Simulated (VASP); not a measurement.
# CdSe (P6_3mc) in VASP: further runs

CdSe is run at these levels: PBE, r2SCAN; tasks: relaxation of cell and atoms, single point.

Everything below comes from runs of VASP 6.6.1. Logs are shortened: lines on timing, memory, paths and dates and some standing lists are left out, and cuts for length are marked.

## Step 1: The cell of the first run

It takes space group P6_3mc (No. 186, hexagonal). The conventional cell has a = 4.185 Å, b = 4.185 Å, c = 6.834 Å, α = 90.00°, β = 90.00°, γ = 120.00°. Cd (site symmetry 3m) has 4 Se at 2.56 Å within 3.4 Å. Within 3.4 Å of Se (site symmetry 3m) lie 4 Cd at 2.56 Å.

## Step 2: Relaxation of cell and atoms, PBE

Contents of INCAR:

```
SYSTEM = CdSe
PREC = Accurate
ENCUT = 600
EDIFF = 1E-7
ISMEAR = -1
SIGMA = 0.02
LREAL = .FALSE.
LASPH = .TRUE.
NELM = 100
ALGO = Normal
ISIF = 3
LWAVE = .FALSE.
LCHARG = .FALSE.
GGA = PE
IBRION = 2
NSW = 80
EDIFFG = -0.005
```

Contents of KPOINTS:

```
Automatic mesh
0
G
  6 6 4
  0 0 0
```

Contents of POSCAR:

```
CdSe
1.0
    4.1847082766      0.0000000000      0.0000000000
   -2.0923541383      3.6240636749      0.0000000000
    0.0000000000      0.0000000000      6.8336286156
Cd Se
2 2
Direct
    0.3333333333      0.6666666667      0.0000000000
    0.6666666667      0.3333333333      0.5000000000
    0.3333333333      0.6666666667      0.3750000000
    0.6666666667      0.3333333333      0.8750000000
```

Potentials or basis: VASP PAW PBE potentials, release 64 (Cd, Se).

The run is started by

```sh
cat potpaw_PBE.64/Cd/POTCAR potpaw_PBE.64/Se/POTCAR > POTCAR
mpirun -np 1 vasp_std > vasp.out
```

OUTCAR:

```text
SYSTEM = CdSe
   PREC = Accurate
   ENCUT = 600
   EDIFF = 1E-7
   ISMEAR = -1
   LREAL = .FALSE.
   LASPH = .TRUE.
   NELM = 100
   ISIF = 3
   GGA = PE
   IBRION = 2
   NSW = 80
   EDIFFG = -0.005

 ion  position               nearest neighbor table
   1  0.333  0.667  0.000-   4 2.56   4 2.56   4 2.56   3 2.56
   2  0.667  0.333  0.500-   3 2.56   3 2.56   3 2.56   4 2.56
   3  0.333  0.667  0.375-   2 2.56   2 2.56   2 2.56   1 2.56
   4  0.667  0.333  0.875-   1 2.56   1 2.56   1 2.56   2 2.56

  LATTYP: Found a hexagonal cell.
 ALAT       =     4.1847082766
 C/A-ratio  =     1.6330000000

  Lattice vectors:

 A1 = (   4.1847082766,   0.0000000000,   0.0000000000)
 A2 = (  -2.0923541383,   3.6240636749,   0.0000000000)
 A3 = (   0.0000000000,   0.0000000000,   6.8336286156)

Analysis of symmetry for initial positions (statically):
=====================================================================
 Subroutine PRICEL returns:
 Original cell was already a primitive cell.

 Routine SETGRP: Setting up the symmetry group for a
 hexagonal supercell.

 Subroutine GETGRP returns: Found 12 space group operations
 (whereof  6 operations were pure point group operations)
 out of a pool of 24 trial point group operations.

The static configuration has the point symmetry C_3v.
 The point group associated with its full space group is C_6v.

Analysis of symmetry for dynamics (positions and initial velocities):
=====================================================================
 Subroutine PRICEL returns:
 Original cell was already a primitive cell.

 Routine SETGRP: Setting up the symmetry group for a
 hexagonal supercell.

 Subroutine GETGRP returns: Found 12 space group operations
 (whereof  6 operations were pure point group operations)
 out of a pool of 24 trial point group operations.

The dynamic configuration has the point symmetry C_3v.
 The point group associated with its full space group is C_6v.

 Subroutine INISYM returns: Found 12 space group operations
 (whereof  6 operations are pure point group operations),
 and found     1 'primitive' translations

----------------------------------------------------------------------------------------

                                     Primitive cell

  volume of cell :     103.6364

  direct lattice vectors                    reciprocal lattice vectors
     4.184708277  0.000000000  0.000000000     0.238965284  0.137966671  0.000000000
    -2.092354138  3.624063675  0.000000000     0.000000000  0.275933342  0.000000000
     0.000000000  0.000000000  6.833628616     0.000000000  0.000000000  0.146335140

  length of vectors
     4.184708277  4.184708277  6.833628616     0.275933342  0.275933342  0.146335140

  position of ions in fractional coordinates (direct lattice)
     0.333333333  0.666666667  0.000000000
     0.666666667  0.333333333  0.500000000
     0.333333333  0.666666667  0.375000000
     0.666666667  0.333333333  0.875000000

  ion indices of the primitive-cell ions
   primitive index   ion index
                 1           1
                 2           2
                 3           3
                 4           4

----------------------------------------------------------------------------------------

 KPOINTS: Automatic mesh

Automatic generation of k-mesh.
 Grid dimensions read from file:
 generate k-points for:    6    6    4

 Generating k-lattice:

  Cartesian coordinates                     Fractional coordinates (reciprocal lattice)
     0.039827547  0.022994445  0.000000000     0.166666667  0.000000000  0.000000000
     0.000000000  0.045988890  0.000000000     0.000000000  0.166666667  0.000000000
     0.000000000  0.000000000  0.036583785     0.000000000  0.000000000  0.250000000

  Length of vectors
     0.045988890  0.045988890  0.036583785

  Shift w.r.t. Gamma in fractional coordinates (k-lattice)
     0.000000000  0.000000000  0.000000000

 Subroutine IBZKPT returns following result:
 ===========================================

 Found     21 irreducible k-points:

 Following reciprocal coordinates:
            Coordinates               Weight
  0.000000  0.000000  0.000000      1.000000
  0.166667  0.000000  0.000000      6.000000
  0.333333 -0.000000  0.000000      6.000000
  0.500000  0.000000  0.000000      3.000000
  0.166667  0.166667  0.000000      6.000000
  0.333333  0.166667  0.000000     12.000000
[... 13 lines left out ...]
  0.333333  0.166667  0.500000     12.000000
  0.333333  0.333333  0.500000      2.000000
   k-points           NKPTS =     21   k-points in BZ     NKDIM =     21   number of bands    NBANDS=     22
   number of dos      NEDOS =    301   number of ions     NIONS =      4
   total plane-waves  NPLWV =  72576
   dimension x,y,z NGX =    36 NGY =   36 NGZ =   56
   dimension x,y,z NGXF=    72 NGYF=   72 NGZF=  112
   ions per type =               2   2
   NGX,Y,Z   is equivalent  to a cutoff of  14.30, 14.30, 13.62 a.u.
   NGXF,Y,Z  is equivalent  to a cutoff of  28.60, 28.60, 27.25 a.u.
 SYSTEM =  CdSe
   PREC   = accura    normal or accurate (medium, high low for compatibility)
   ISTART =      0    job   : 0-new  1-cont  2-samecut
   ICHARG =      2    charge: 1-file 2-atom 10-const
   ISPIN  =      1    spin polarized calculation?
   LNONCOLLINEAR =      F non collinear calculations
   LSORBIT =      F    spin-orbit coupling
   LASPH  =      T    aspherical Exc in radial PAW
   ENCUT  =  600.0 eV  44.10 Ry    6.64 a.u.   8.36  8.36 13.65*2*pi/ulx,y,z
   NELM   =    100;   NELMIN=  2; NELMDL= -5     # of ELM steps
   EDIFF  = 0.1E-06   stopping-criterion for ELM
   LREAL  =      F    real-space projection
   EDIFFG = -.5E-02   stopping-criterion for IOM
   NSW    =     80    number of steps for IOM
   IBRION =      2    ionic relax: 0-MD 1-quasi-New 2-CG
   NFREE  =      1    steps in history (QN), initial steepest desc. (CG)
   ISIF   =      3    stress and relaxation
   ISYM   =      2    0-nonsym 1-usesym 2-fastsym
   POTIM  = 0.5000    time-step for ionic-motion
   TEBEG  =    0.0;   TEEND  =   0.0 temperature during run
   PSTRESS=    0.0 pullay stress
   NELECT =      36.0000    total number of electrons
   NUPDOWN=      -1.0000    fix difference up-down
   EMIN   =  10.00;   EMAX   =-10.00  energy-range for DOS
   EFERMI =   0.00;   METHOD = LEGACY
   ISMEAR =    -1;   SIGMA  =   0.02  broadening in eV -4-tet -1-fermi 0-gaus
   EFERMI_NEDOS =   21; number of points for ismear=-14 and -15
   IALGO  =     38    algorithm
   IMIX   =      4    mixing-type and parameters
     AMIX     =   0.40;   BMIX     =  1.00
     AMIX_MAG =   1.60;   BMIX_MAG =  1.00
  volume/ion in A,a.u.               =      25.91       174.84
  Fermi-wavevector in a.u.,A,eV,Ry     =   1.150813  2.174722 18.019165  1.324371
  Thomas-Fermi vector in A             =   2.287475
   LORBIT       =      0    0 simple, 1 ext, 2 COOP (PROOUT), +10 PAW based schemes
   GGA     = PE    functional components
   LHFCALC =     F    Hartree Fock is set to
   AEXX    =    0.0000 exact exchange contribution
   IVDW    =     0    specifies the selected vdW correction
   LEPSILON=     F    determine dielectric tensor
   LRPA    =     F    only Hartree local field effects (RPA)
 conjugate gradient relaxation of ions
 non-spin polarized calculation
  energy-cutoff  :      600.00
  volume of cell :      103.64
 maximum number of plane-waves:      3489
 NGX is ok and might be reduce to    36
   NGX = 17   NGY = 17   NGZ = 27

--------------------------------------- Ionic step        1  -------------------------------------------

 number of electron      36.0000005 magnetization

 Free energy of the ion-electron system (eV)
  ---------------------------------------------------
  ext. energy  EPLUGINS =         0.00000000
  ---------------------------------------------------
  free energy    TOTEN  =       -10.59722180 eV

  energy without entropy =      -10.59722180  energy(sigma->0) =      -10.59722180

------------------------ aborting loop because EDIFF is reached ----------------------------------------

  FORCE on cell =-STRESS in cart. coord.  units (eV):
  Direction    XX          YY          ZZ          XY          YZ          ZX
  --------------------------------------------------------------------------------------
  -------------------------------------------------------------------------------------
  Total        5.7384560      5.7384560      5.8776631      0.0000000      0.0000000      0.0000000
  in kB       88.7142237     88.7142237     90.8663092      0.0000000      0.0000000      0.0000000
  external PRESSURE =      89.4315855 kB  Pullay stress =       0.0000000 kB

 VOLUME and BASIS-vectors are now :
 -----------------------------------------------------------------------------
  energy-cutoff  :      600.00
  volume of cell :      103.64
      direct lattice vectors                 reciprocal lattice vectors
     4.184708277  0.000000000  0.000000000     0.238965284  0.137966671  0.000000000
    -2.092354138  3.624063675  0.000000000     0.000000000  0.275933342  0.000000000
     0.000000000  0.000000000  6.833628616     0.000000000  0.000000000  0.146335140
[... 229 lines left out ...]
 POSITION                                       TOTAL-FORCE (eV/Angst)
 -----------------------------------------------------------------------------------
     -0.00000      2.53399      7.17038         0.000000     -0.000000     -0.005495
      2.19450      1.26699      3.58465        -0.000000     -0.000000     -0.005495
     -0.00000      2.53399      2.69038         0.000000      0.000000      0.005495
      2.19450      1.26699      6.27611        -0.000000      0.000000      0.005495
 -----------------------------------------------------------------------------------
    total drift:                               -0.000000     -0.000000     -0.000179

  FREE ENERGIE OF THE ION-ELECTRON SYSTEM (eV)
  ---------------------------------------------------
  free  energy   TOTEN  =       -10.9872983152 eV

  energy  without entropy=      -10.9872982929  energy(sigma->0) =      -10.98729830

--------------------------------------- Ionic step        8  -------------------------------------------

 number of electron      36.0000007 magnetization

 Free energy of the ion-electron system (eV)
  ---------------------------------------------------
  ext. energy  EPLUGINS =         0.00000000
  ---------------------------------------------------
  free energy    TOTEN  =       -10.98732080 eV

  energy without entropy =      -10.98732078  energy(sigma->0) =      -10.98732079

 E-fermi :   0.7513     XC(G=0):  -8.6020

 val. band max:        0.4799303635   @ k =   0.0000   0.0000   0.0000
 cond. band min:       1.0074901648   @ k =   0.0000   0.0000   0.0000
 fundamental gap:      0.5275598012
 Fermi energy:         0.7512546138

 k-point     1 :       0.0000    0.0000    0.0000
  band No.  band energies     occupation
      1     -11.7948      2.00000
      2     -11.4699      2.00000
      3      -7.2663      2.00000
      4      -7.2599      2.00000
      5      -7.2599      2.00000
      6      -7.2030      2.00000
[... 14 lines left out ...]
     21       6.3307      0.00000
     22       6.3307      0.00000
[... 520 lines left out ...]
 POSITION                                       TOTAL-FORCE (eV/Angst)
 -----------------------------------------------------------------------------------
     -0.00000      2.53480      7.16567         0.000000     -0.000000     -0.001958
      2.19520      1.26740      3.58178        -0.000000     -0.000000     -0.001958
     -0.00000      2.53480      2.69002         0.000000      0.000000      0.001958
      2.19520      1.26740      6.27391        -0.000000      0.000000      0.001958
 -----------------------------------------------------------------------------------
    total drift:                               -0.000000     -0.000000     -0.000080

  FREE ENERGIE OF THE ION-ELECTRON SYSTEM (eV)
  ---------------------------------------------------
  free  energy   TOTEN  =       -10.9873208043 eV

  energy  without entropy=      -10.9873207826  energy(sigma->0) =      -10.98732079

 reached required accuracy - stopping structural energy minimisation
```

It took 3 min on 1 thread of Intel Xeon 6975P-C (Granite Rapids), shared host; peak memory 0.29 GiB.

What came out:

| Property | Result |
| --- | --- |
| Free energy | -10.9873 eV |
| Relaxed volume | 29.91 Å³/atom |
| Relaxed cell | a = 4.390 Å, b = 4.390 Å, c = 7.168 Å, α = 90.00°, β = 90.00°, γ = 120.00° |
| Space group after relaxing (to 0.1 Å) | P6_3mc (No. 186) |
| Energy gained by relaxing | 97.5 meV/atom |
| Ionic steps | 8 |
| Pressure after relaxing | 0.0 GPa |
| Band gap on the k mesh | 0.53 eV |

The path:
| step | energy change (eV) | largest force (eV/Å) | pressure (GPa) | volume (Å³) |
| --- | --- | --- | --- | --- |
| 1 | 0.0000 | 0.0096 | 8.94 | 103.64 |
| 2 | -0.3360 | 0.0099 | -2.27 | 126.88 |
| 3 | -0.3900 | 0.0082 | 0.05 | 119.53 |
| 4 | -0.3900 | 0.0083 | -0.07 | 119.86 |
| 5 | -0.3901 | 0.0067 | 0.01 | 119.64 |
| 6 | -0.3901 | 0.0066 | 0.01 | 119.63 |
| 7 | -0.3901 | 0.0055 | 0.01 | 119.64 |
| 8 | -0.3901 | 0.0020 | 0.00 | 119.65 |

Final structure:
```
Cd Se
1.0
     4.39040    0.00000    0.00000
    -2.19520    3.80220    0.00000
     0.00000    0.00000    7.16777
Cd Se
2 2
Direct
  0.33333 0.66667 0.99971
  0.66667 0.33333 0.49971
  0.33333 0.66667 0.37529
  0.66667 0.33333 0.87529
```

Caveat: the volume moved by over 15 % at a fixed basis, so the end points are rough; semilocal functionals underestimate gaps, and a narrow one can read as zero.

[end of part 1 of 3]
